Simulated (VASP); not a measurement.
Here is a VASP 6.6.1 calculation.

File POSCAR:

```
TiO
1.0
    3.0309987015      0.0000000000      0.0000000000
   -1.5154993507      2.6249218743      0.0000000000
    0.0000000000      0.0000000000      3.2377000000
Ti O
1 1
Direct
    0.6666666667      0.3333333333      0.0000000000
    0.0000000000      0.0000000000      0.5000000000
```

The input INCAR.step1:

```
SYSTEM = TiO
PREC     = Accurate       ! precision mode
ENCUT    = 520            ! plane-wave cutoff, eV
ISMEAR   = 0              ! smearing method
SIGMA    = 0.01           ! smearing width, eV
LREAL    = .False.        ! projectors in reciprocal space
LASPH    = .True.         ! aspherical terms in the spheres
NELM     = 80             ! most SCF steps
NBANDS   = 16             ! bands
ISYM     = 0            
GGA      = PE             ! functional
ALGO     = Normal         ! electronic algorithm
EDIFF    = 1E-4           ! SCF threshold, eV
LWAVE    = .True.         ! write WAVECAR
LCHARG   = .False.        ! write CHGCAR
```

INCAR.step2

```
SYSTEM = TiO
PREC     = Accurate       ! precision mode
ENCUT    = 520            ! plane-wave cutoff, eV
EDIFF    = 1E-7           ! SCF threshold, eV
ISMEAR   = 0              ! smearing method
SIGMA    = 0.01           ! smearing width, eV
LREAL    = .False.        ! projectors in reciprocal space
LASPH    = .True.         ! aspherical terms in the spheres
NELM     = 80             ! most SCF steps
ALGO     = Normal         ! electronic algorithm
ISIF     = 2              ! what is computed and relaxed
LWAVE    = .False.        ! write WAVECAR
LCHARG   = .False.        ! write CHGCAR
METAGGA  = R2SCAN         ! meta-GGA
LMIXTAU  = .True.       
NBANDS   = 16             ! bands
ISYM     = 0            
ISTART   = 1
```

File KPOINTS:

```
Automatic mesh
0
Gamma
  12 12 10
  0.5 0.5 0.5
```

Potentials or basis: VASP PAW PBE potentials, release 64 (Ti_sv, O).

The run is started by

```console
$ cat potpaw_PBE.64/Ti_sv/POTCAR potpaw_PBE.64/O/POTCAR > POTCAR
$ cp INCAR.step1 INCAR
$ mpirun -np 1 vasp_std > vasp.out
$ cp INCAR.step2 INCAR
$ mpirun -np 1 vasp_std > vasp.out
```

Question: Estimate the band gap on the k mesh.

Answer: 0.35 eV.

Question: Predict the pressure.

Answer: -39.2 GPa.

Stress tensor (GPa, compression positive):
```
-32.16   0.00   0.00
  0.00 -32.16   0.00
  0.00   0.00 -53.26
```

Caveat: the stress differs along the axes, from -53 to -32 GPa; the PAW data sets were made with another functional, which shifts forces and pressure a little; a shifted mesh leaves out Γ, where band edges can lie. A k mesh can miss the band edges.
